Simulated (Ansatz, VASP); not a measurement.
# One calculation of KVF3, two programs

INCAR

```
  PREC = Accurate
  ENCUT = 520
  EDIFF = 1E-7
  ISMEAR = 0
  SIGMA = 0.05
  LREAL = False
  LASPH = True
  NELM = 150
  ALGO = Normal
  ISIF = 2
  LWAVE = False
  LCHARG = False
  ISPIN = 2
  MAGMOM = 0 3 0 0 0
  LORBIT = 11
  LMAXMIX = 4
  LDAU = True
  LDAUTYPE = 2
  LDAUL = -1 2 -1
  LDAUU = 0 3 0
  LDAUJ = 0 0 0
  LDAUPRINT = 1
  NBANDS = 34
```

Contents of KPOINTS:

```
Automatic mesh
0
Gamma
  5 5 5
```

POSCAR

```
KVF3
1.0
    4.1310003900      0.0000000000      0.0000000000
    0.0000000000      4.1310003900      0.0000000000
    0.0000000000      0.0000000000      4.1310003900
K V F
1 1 3
Direct
    0.0000000000      0.0000000000      0.0000000000
    0.5000000000      0.5000000000      0.5000000000
    0.5000000000      0.5000000000      0.0000000000
    0.0000000000      0.5000000000      0.5000000000
    0.5000000000      0.0000000000      0.5000000000
```

Input for Ansatz:

```yaml
crystal:
  lattice:
    - [4.13100039, 0.0, 0.0]
    - [0.0, 4.13100039, 0.0]
    - [0.0, 0.0, 4.13100039]
  atoms:
    - { symbol: K, position: [0.0, 0.0, 0.0] }
    - { symbol: V, position: [0.5, 0.5, 0.5], spin: 3.0 }
    - { symbol: F, position: [0.5, 0.5, 0.0] }
    - { symbol: F, position: [0.0, 0.5, 0.5] }
    - { symbol: F, position: [0.5, 0.0, 0.5] }
basis:
  ecutwfc: 420
  ecutrho_ratio: 4
kpoints:
  mp_grid: { grid: [5, 5, 5] }
hamiltonian:
  xc: lda
  hubbard: { sites: [{ site: 1, l: d, u_eff: 3.0 }] }
scf:
  occupations: { method: gaussian, width: 0.05 }
output:
  forces: true
  stress: true
  eigenvalues: true
  populations: true
  hubbard: { sites: [{ site: 1, l: d }] }
magnetization:
  spin_polarized: true
```

Alike in both runs: task single point; functional LDA; k mesh 5 × 5 × 5; occupations gaussian, width 0.05 eV; collinear spin; Hubbard terms V d U = 3.0 eV.

```csv
,VASP,Ansatz
version,VASP 6.6.1,Ansatz 0.2.0
potentials or method,"VASP PAW LDA potentials, release 64 (K_sv, V_sv, F), cutoff 520 eV","scalar-relativistic, plane waves, PAW"
valence electrons in the cell,43,43
```

Ansatz gave:

```
gap on the k mesh at the Fermi level (eV)                     : 1.90
least direct gap on the mesh (eV)                             : 3.04
pressure (GPa)                                                : -4.1
net moment per atom (μB)                                      : 0.60
size of the moment on the site where the two differ most (μB) : 2.22
```

Problem. Which values does VASP return?

Solution. gap on the k mesh at the Fermi level (eV): 1.48; least direct gap on the mesh (eV): 2.62; pressure (GPa): -3.5; net moment per atom (μB): 0.60; size of the moment on the site where the two differ most (μB): 2.70.

LDA's correlation is that of Perdew and Zunger in VASP and of Perdew and Wang (1992) in Ansatz. Site moments also hang on the region over which each program counts them. The programs project onto different local orbitals, so the same U acts differently, and such runs can settle in different states.
